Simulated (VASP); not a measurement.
# Li2Se (Fm-3m) in VASP: further runs

Aim: see how the results for Li2Se move with the level of theory and the settings. Levels: PBE, LDA. Tasks: single point.

Program: VASP 6.6.1. These are calculated values, not measurements. Logs are shortened: lines on timing, memory, paths and dates and some standing lists are left out, and cuts for length are marked.

### Step 1. The cell of the first run

It takes space group Fm-3m (No. 225, cubic). Conventional cell: a = 5.987 Å, b = 5.987 Å, c = 5.987 Å, α = 90.00°, β = 90.00°, γ = 90.00°. Within 3.4 Å of Se (site symmetry m-3m) lie 8 Li at 2.59 Å. Within 3.4 Å of Li (site symmetry -43m) lie 4 Se at 2.59 Å and 6 Li at 2.99 Å.

### Step 2. Single point, PBE

Contents of INCAR:

```
PREC = Accurate
ENCUT = 750
EDIFF = 1E-6
ISMEAR = 0
SIGMA = 0.01
LREAL = False
LASPH = True
NELM = 120
ALGO = Normal
ISIF = 2
LWAVE = False
LCHARG = True
GGA = PE
LELF = True
LVHAR = True
NBANDS = 13
GGA_COMPAT = False
```

Contents of KPOINTS:

```
regular mesh
0
Gamma
  4 4 4
```

Contents of POSCAR:

```
Li2Se
1.0
    0.0000000000      2.9935210598      2.9935210598
    2.9935210598      0.0000000000      2.9935210598
    2.9935210598      2.9935210598      0.0000000000
Se Li
1 2
Direct
    0.0000000000      0.0000000000      0.0000000000
    0.2500000000      0.2500000000      0.2500000000
    0.7500000000      0.7500000000      0.7500000000
```

Potentials or basis: VASP PAW PBE potentials, release 64 (Se, Li_sv).

Started as:

```console
$ cat potpaw_PBE.64/Se/POTCAR potpaw_PBE.64/Li_sv/POTCAR > POTCAR
$ mpirun -np 1 vasp_std > vasp.out
```

OUTCAR:

```text
PREC = Accurate
   ENCUT = 750
   EDIFF = 1E-6
   ISMEAR = 0
   LREAL = False
   LASPH = True
   NELM = 120
   ISIF = 2
   GGA = PE

 ion  position               nearest neighbor table
   1  0.000  0.000  0.000-   3 2.59   3 2.59   3 2.59   2 2.59   3 2.59   2 2.59   2 2.59   2 2.59

   2  0.250  0.250  0.250-   1 2.59   1 2.59   1 2.59   1 2.59
   3  0.750  0.750  0.750-   1 2.59   1 2.59   1 2.59   1 2.59

  LATTYP: Found a face centered cubic cell.
 ALAT       =     5.9870421196

  Lattice vectors:

 A1 = (   0.0000000000,   2.9935210598,   2.9935210598)
 A2 = (   2.9935210598,   0.0000000000,   2.9935210598)
 A3 = (   2.9935210598,   2.9935210598,   0.0000000000)

Analysis of symmetry for initial positions (statically):
=====================================================================
 Subroutine PRICEL returns:
 Original cell was already a primitive cell.

 Routine SETGRP: Setting up the symmetry group for a
 face centered cubic supercell.

 Subroutine GETGRP returns: Found 48 space group operations
 (whereof 48 operations were pure point group operations)
 out of a pool of 48 trial point group operations.

The static configuration has the point symmetry O_h .

Analysis of symmetry for dynamics (positions and initial velocities):
=====================================================================
 Subroutine PRICEL returns:
 Original cell was already a primitive cell.

 Routine SETGRP: Setting up the symmetry group for a
 face centered cubic supercell.

 Subroutine GETGRP returns: Found 48 space group operations
 (whereof 48 operations were pure point group operations)
 out of a pool of 48 trial point group operations.

The dynamic configuration has the point symmetry O_h .

 Subroutine INISYM returns: Found 48 space group operations
 (whereof 48 operations are pure point group operations),
 and found     1 'primitive' translations

----------------------------------------------------------------------------------------

                                     Primitive cell

  volume of cell :      53.6509

  direct lattice vectors                    reciprocal lattice vectors
     0.000000000  2.993521060  2.993521060    -0.167027387  0.167027387  0.167027387
     2.993521060  0.000000000  2.993521060     0.167027387 -0.167027387  0.167027387
     2.993521060  2.993521060  0.000000000     0.167027387  0.167027387 -0.167027387

  length of vectors
     4.233478082  4.233478082  4.233478082     0.289299920  0.289299920  0.289299920

  position of ions in fractional coordinates (direct lattice)
     0.000000000  0.000000000  0.000000000
     0.250000000  0.250000000  0.250000000
     0.750000000  0.750000000  0.750000000

  ion indices of the primitive-cell ions
   primitive index   ion index
                 1           1
                 2           2
                 3           3

----------------------------------------------------------------------------------------

 KPOINTS: regular mesh

Automatic generation of k-mesh.
 Grid dimensions read from file:
 generate k-points for:    4    4    4

 Generating k-lattice:

  Cartesian coordinates                     Fractional coordinates (reciprocal lattice)
    -0.041756847  0.041756847  0.041756847     0.250000000  0.000000000  0.000000000
     0.041756847 -0.041756847  0.041756847     0.000000000  0.250000000  0.000000000
     0.041756847  0.041756847 -0.041756847     0.000000000  0.000000000  0.250000000

  Length of vectors
     0.072324980  0.072324980  0.072324980

  Shift w.r.t. Gamma in fractional coordinates (k-lattice)
     0.000000000  0.000000000  0.000000000

 Subroutine IBZKPT returns following result:
 ===========================================

 Found      8 irreducible k-points:

 Following reciprocal coordinates:
            Coordinates               Weight
  0.000000  0.000000  0.000000      1.000000
  0.250000  0.000000  0.000000      8.000000
  0.500000  0.000000  0.000000      4.000000
  0.250000  0.250000  0.000000      6.000000
  0.500000  0.250000  0.000000     24.000000
 -0.250000  0.250000  0.000000     12.000000
  0.500000  0.500000  0.000000      3.000000
 -0.250000  0.500000  0.250000      6.000000
   k-points           NKPTS =      8   k-points in BZ     NKDIM =      8   number of bands    NBANDS=     13
   number of dos      NEDOS =    301   number of ions     NIONS =      3
   total plane-waves  NPLWV =  64000
   dimension x,y,z NGX =    40 NGY =   40 NGZ =   40
   dimension x,y,z NGXF=    80 NGYF=   80 NGZF=   80
   ions per type =               1   2
   NGX,Y,Z   is equivalent  to a cutoff of  15.71, 15.71, 15.71 a.u.
   NGXF,Y,Z  is equivalent  to a cutoff of  31.42, 31.42, 31.42 a.u.
 SYSTEM =  unknown system
   PREC   = accura    normal or accurate (medium, high low for compatibility)
   ISTART =      0    job   : 0-new  1-cont  2-samecut
   ICHARG =      2    charge: 1-file 2-atom 10-const
   ISPIN  =      1    spin polarized calculation?
   LNONCOLLINEAR =      F non collinear calculations
   LSORBIT =      F    spin-orbit coupling
   LASPH  =      T    aspherical Exc in radial PAW
   ENCUT  =  750.0 eV  55.12 Ry    7.42 a.u.   9.45  9.45  9.45*2*pi/ulx,y,z
   NELM   =    120;   NELMIN=  2; NELMDL= -5     # of ELM steps
   EDIFF  = 0.1E-05   stopping-criterion for ELM
   LREAL  =      F    real-space projection
   EDIFFG = 0.1E-04   stopping-criterion for IOM
   NSW    =      0    number of steps for IOM
   IBRION =     -1    ionic relax: 0-MD 1-quasi-New 2-CG
   NFREE  =      0    steps in history (QN), initial steepest desc. (CG)
   ISIF   =      2    stress and relaxation
   ISYM   =      2    0-nonsym 1-usesym 2-fastsym
   POTIM  = 0.5000    time-step for ionic-motion
   TEBEG  =    0.0;   TEEND  =   0.0 temperature during run
   PSTRESS=    0.0 pullay stress
   NELECT =      12.0000    total number of electrons
   NUPDOWN=      -1.0000    fix difference up-down
   EMIN   =  10.00;   EMAX   =-10.00  energy-range for DOS
   EFERMI =   0.00;   METHOD = LEGACY
   ISMEAR =     0;   SIGMA  =   0.01  broadening in eV -4-tet -1-fermi 0-gaus
   EFERMI_NEDOS =   21; number of points for ismear=-14 and -15
   IALGO  =     38    algorithm
   IMIX   =      4    mixing-type and parameters
     AMIX     =   0.40;   BMIX     =  1.00
     AMIX_MAG =   1.60;   BMIX_MAG =  1.00
  volume/ion in A,a.u.               =      17.88       120.68
  Fermi-wavevector in a.u.,A,eV,Ry     =   0.993748  1.877911 13.436230  0.987535
  Thomas-Fermi vector in A             =   2.125651
   LORBIT       =      0    0 simple, 1 ext, 2 COOP (PROOUT), +10 PAW based schemes
   GGA     = PE    functional components
   LHFCALC =     F    Hartree Fock is set to
   AEXX    =    0.0000 exact exchange contribution
   IVDW    =     0    specifies the selected vdW correction
   LEPSILON=     F    determine dielectric tensor
   LRPA    =     F    only Hartree local field effects (RPA)
 non-spin polarized calculation
 Gauss-broadening in eV      SIGMA  =   0.01
  energy-cutoff  :      750.00
  volume of cell :       53.65
 maximum number of plane-waves:      2525
 NGX is ok and might be reduce to    40
   NGX = 19   NGY = 19   NGZ = 19

 number of electron      12.0000003 magnetization

 Free energy of the ion-electron system (eV)
  ---------------------------------------------------
  ext. energy  EPLUGINS =         0.00000000
  ---------------------------------------------------
  free energy    TOTEN  =       -11.11869106 eV

  energy without entropy =      -11.11869106  energy(sigma->0) =      -11.11869106

 E-fermi :   1.2565     XC(G=0):  -8.2913

 val. band max:        1.0551902923   @ k =   0.0000   0.0000   0.0000
 cond. band min:       4.0182293072   @ k =   0.5000   0.5000   0.0000
 fundamental gap:      2.9630390149
 Fermi energy:         1.2564509695

 k-point     1 :       0.0000    0.0000    0.0000
  band No.  band energies     occupation
      1     -43.6549      2.00000
      2     -43.6302      2.00000
      3     -10.3560      2.00000
      4       1.0552      2.00000
      5       1.0552      2.00000
      6       1.0552      2.00000
      7       4.4733      0.00000
      8       6.6734      0.00000
      9       6.6734      0.00000
     10       6.6734      0.00000
     11      11.6574      0.00000
     12      11.6574      0.00000
     13      12.0042      0.00000

 k-point     2 :       0.2500    0.0000    0.0000
  band No.  band energies     occupation
      1     -43.6511      2.00000
      2     -43.6337      2.00000
      3     -10.1808      2.00000
      4      -0.7205      2.00000
      5       0.7611      2.00000
      6       0.7611      2.00000
      7       5.6102      0.00000
      8       7.2184      0.00000
      9       7.2184      0.00000
     10       7.9628      0.00000
     11      10.1027      0.00000
     12      10.1027      0.00000
     13      12.4676      0.00000

 k-point     3 :       0.5000    0.0000    0.0000
  band No.  band energies     occupation
      1     -43.6422      2.00000
      2     -43.6422      2.00000
      3      -9.9844      2.00000
      4      -1.8790      2.00000
      5       0.5221      2.00000
      6       0.5221      2.00000
      7       6.1909      0.00000
      8       7.0123      0.00000
      9       7.0123      0.00000
     10       9.0351      0.00000
     11      12.5941      0.00000
     12      12.5941      0.00000
     13      13.6658      0.00000
[... 49 lines left out ...]
 k-point     7 :       0.5000    0.5000    0.0000
  band No.  band energies     occupation
      1     -43.6461      2.00000
      2     -43.6379      2.00000
      3      -9.8720      2.00000
      4      -1.2446      2.00000
      5      -0.4002      2.00000
      6      -0.4002      2.00000
      7       4.0182      0.00000
      8       7.2386      0.00000
      9      11.4229      0.00000
     10      11.4229      0.00000
     11      12.5386      0.00000
     12      12.8595      0.00000
     13      12.8595      0.00000

 k-point     8 :      -0.2500    0.5000    0.2500
  band No.  band energies     occupation
      1     -43.6420      2.00000
      2     -43.6420      2.00000
      3      -9.8647      2.00000
      4      -0.8654      2.00000
      5      -0.8654      2.00000
      6      -0.7226      2.00000
      7       6.2148      0.00000
      8       7.4574      0.00000
      9       9.1124      0.00000
     10       9.1124      0.00000
     11      12.1892      0.00000
     12      12.1892      0.00000
     13      13.0912      0.00000

------------------------ aborting loop because EDIFF is reached ----------------------------------------

  FORCE on cell =-STRESS in cart. coord.  units (eV):
  Direction    XX          YY          ZZ          XY          YZ          ZX
  --------------------------------------------------------------------------------------
  -------------------------------------------------------------------------------------
  Total        0.1096059      0.1096059      0.1096059      0.0000000     -0.0000000      0.0000000
  in kB        3.2731637      3.2731637      3.2731637      0.0000000     -0.0000000      0.0000000
  external PRESSURE =       3.2731637 kB  Pullay stress =       0.0000000 kB

 VOLUME and BASIS-vectors are now :
 -----------------------------------------------------------------------------
  energy-cutoff  :      750.00
  volume of cell :       53.65
      direct lattice vectors                 reciprocal lattice vectors
     0.000000000  2.993521060  2.993521060    -0.167027387  0.167027387  0.167027387
     2.993521060  0.000000000  2.993521060     0.167027387 -0.167027387  0.167027387
     2.993521060  2.993521060  0.000000000     0.167027387  0.167027387 -0.167027387

 POSITION                                       TOTAL-FORCE (eV/Angst)
 -----------------------------------------------------------------------------------
      0.00000      0.00000      0.00000         0.000000      0.000000      0.000000
      1.49676      1.49676      1.49676        -0.000000     -0.000000     -0.000000
      4.49028      4.49028      4.49028         0.000000      0.000000      0.000000
 -----------------------------------------------------------------------------------
    total drift:                                0.000000     -0.000000      0.000000

  FREE ENERGIE OF THE ION-ELECTRON SYSTEM (eV)
  ---------------------------------------------------
  free  energy   TOTEN  =       -11.1186910637 eV

  energy  without entropy=      -11.1186910637  energy(sigma->0) =      -11.11869106
```

It took 27 s on 1 thread of Intel Xeon 8259CL, shared host; peak memory 0.23 GiB.

Results:

```
Free energy            : -11.1187 eV
Pressure               : 0.3 GPa
Band gap on the k mesh : 2.96 eV (least direct gap 3.42 eV)
```

Caveat: the k points lie up to 0.45 Å⁻¹ apart. A k mesh can miss the band edges.

### Step 3. Single point, PBE

Contents of INCAR:

```
SYSTEM = Li2Se
ALGO = Normal
EDIFF = 1E-6
ENCUT = 750
GGA = PE
GGA_COMPAT = .FALSE.
ISIF = 2
ISMEAR = 0
LASPH = .TRUE.
LCHARG = .TRUE.
LELF = .TRUE.
LREAL = .FALSE.
LVHAR = .TRUE.
LWAVE = .FALSE.
NBANDS = 13
NELM = 120
PREC = Accurate
SIGMA = 0.01
```

Contents of KPOINTS:

```
k-points
0
G
  4 4 4
  0 0 0
```

POSCAR is that of step 2.

Potentials or basis: VASP PAW PBE potentials, release 64 (Se, Li_sv).

Started as:

```console
$ cat potpaw_PBE.64/Se/POTCAR potpaw_PBE.64/Li_sv/POTCAR > POTCAR
$ mpirun -np 1 vasp_std > vasp.out
```

It took 24 s on 1 thread of Intel Xeon 8259CL, shared host; peak memory 0.23 GiB.

Results (log left out):

```
Free energy            : -11.1187 eV
Pressure               : 0.3 GPa
Band gap on the k mesh : 2.96 eV (least direct gap 3.42 eV)
```

Levels at points of the mesh, in eV from the valence-band top:
```tsv
k point	band 3	band 4	band 5	band 6	band 7	band 8	band 9	band 10
(0.00, 0.00, 0.00)	-11.41	0.00	0.00	0.00	3.42	5.62	5.62	5.62
(0.50, 0.00, 0.00)	-11.04	-2.93	-0.53	-0.53	5.14	5.96	5.96	7.98
(0.50, 0.50, 0.00)	-10.93	-2.30	-1.46	-1.46	2.96	6.18	10.37	10.37
```

Caveat: the k points lie up to 0.45 Å⁻¹ apart.

### Step 4. Single point, LDA

Contents of INCAR:

```
SYSTEM = Li2Se
ALGO = Normal
EDIFF = 1E-6
ENCUT = 750
GGA_COMPAT = .False.
ISIF = 2
ISMEAR = 0
LASPH = .True.
LCHARG = .False.
LREAL = .False.
LWAVE = .False.
NBANDS = 13
NELM = 120
PREC = Accurate
SIGMA = 0.01
```

Contents of KPOINTS:

```
k-points
0
Gamma
  4 4 4
  0 0 0
```

POSCAR is that of step 3.

Potentials or basis: VASP PAW LDA potentials, release 64 (Se, Li_sv).

Started as:

```console
$ cat potpaw_LDA.64/Se/POTCAR potpaw_LDA.64/Li_sv/POTCAR > POTCAR
$ mpirun -np 1 vasp_std > vasp.out
```

OUTCAR:

```text
SYSTEM = Li2Se
   EDIFF = 1E-6
   ENCUT = 750
   ISIF = 2
   ISMEAR = 0
   LASPH = .True.
   LREAL = .False.
   NELM = 120
   PREC = Accurate

 ion  position               nearest neighbor table
   1  0.000  0.000  0.000-   3 2.59   3 2.59   3 2.59   2 2.59   3 2.59   2 2.59   2 2.59   2 2.59

   2  0.250  0.250  0.250-   1 2.59   1 2.59   1 2.59   1 2.59
   3  0.750  0.750  0.750-   1 2.59   1 2.59   1 2.59   1 2.59

  LATTYP: Found a face centered cubic cell.
 ALAT       =     5.9870421196
[... 303 lines left out ...]

  FORCE on cell =-STRESS in cart. coord.  units (eV):
  Direction    XX          YY          ZZ          XY          YZ          ZX
  --------------------------------------------------------------------------------------
  -------------------------------------------------------------------------------------
  Total       -0.7655633     -0.7655633     -0.7655633     -0.0000000      0.0000000     -0.0000000
  in kB      -22.8620273    -22.8620273    -22.8620273     -0.0000000      0.0000000     -0.0000000
  external PRESSURE =     -22.8620273 kB  Pullay stress =       0.0000000 kB

 VOLUME and BASIS-vectors are now :
 -----------------------------------------------------------------------------
  energy-cutoff  :      750.00
  volume of cell :       53.65
      direct lattice vectors                 reciprocal lattice vectors
     0.000000000  2.993521060  2.993521060    -0.167027387  0.167027387  0.167027387
     2.993521060  0.000000000  2.993521060     0.167027387 -0.167027387  0.167027387
     2.993521060  2.993521060  0.000000000     0.167027387  0.167027387 -0.167027387

 POSITION                                       TOTAL-FORCE (eV/Angst)
 -----------------------------------------------------------------------------------
      0.00000      0.00000      0.00000        -0.000000      0.000000     -0.000000
      1.49676      1.49676      1.49676        -0.000000      0.000000     -0.000000
      4.49028      4.49028      4.49028         0.000000     -0.000000      0.000000
 -----------------------------------------------------------------------------------
    total drift:                                0.000000     -0.000000      0.000000

  FREE ENERGIE OF THE ION-ELECTRON SYSTEM (eV)
  ---------------------------------------------------
  free  energy   TOTEN  =       -12.1396146138 eV

  energy  without entropy=      -12.1396146138  energy(sigma->0) =      -12.13961461
```

OSZICAR:

```text
N       E                     dE             d eps       ncg     rms          rms(c)
DAV:   1     0.478578447858E+02    0.47858E+02   -0.66066E+03   208   0.116E+03
DAV:   2    -0.463772720381E+01   -0.52496E+02   -0.50294E+02   243   0.212E+02
DAV:   3    -0.122195086911E+02   -0.75818E+01   -0.75284E+01   385   0.472E+01
DAV:   4    -0.123753133432E+02   -0.15580E+00   -0.15578E+00   280   0.965E+00
DAV:   5    -0.123782655298E+02   -0.29522E-02   -0.29521E-02   319   0.113E+00    0.281E+00
DAV:   6    -0.121731800537E+02    0.20509E+00   -0.25674E-01   231   0.193E+00    0.168E+00
DAV:   7    -0.121403932972E+02    0.32787E-01   -0.10350E-01   275   0.132E+00    0.723E-01
DAV:   8    -0.121397802695E+02    0.61303E-03   -0.11913E-02   280   0.616E-01    0.265E-01
DAV:   9    -0.121395684566E+02    0.21181E-03   -0.49976E-04   305   0.114E-01    0.156E-01
DAV:  10    -0.121396185643E+02   -0.50108E-04   -0.18951E-04   243   0.712E-02    0.695E-02
DAV:  11    -0.121396148526E+02    0.37116E-05   -0.14256E-05   297   0.270E-02    0.293E-02
DAV:  12    -0.121396146138E+02    0.23880E-06   -0.58536E-06   253   0.125E-02
   1 F= -.12139615E+02 E0= -.12139615E+02  d E =-.150740E-56
```

Wall time 14 s (1 thread of Intel Xeon 8259CL, shared host); peak memory 0.19 GiB.

Results:

```yaml
Free_energy: -12.1396 eV
Pressure: -2.3 GPa
Band_gap_on_the_k_mesh: 2.79 eV (least direct gap 3.24 eV)
```

Caveat: the k points lie up to 0.45 Å⁻¹ apart.
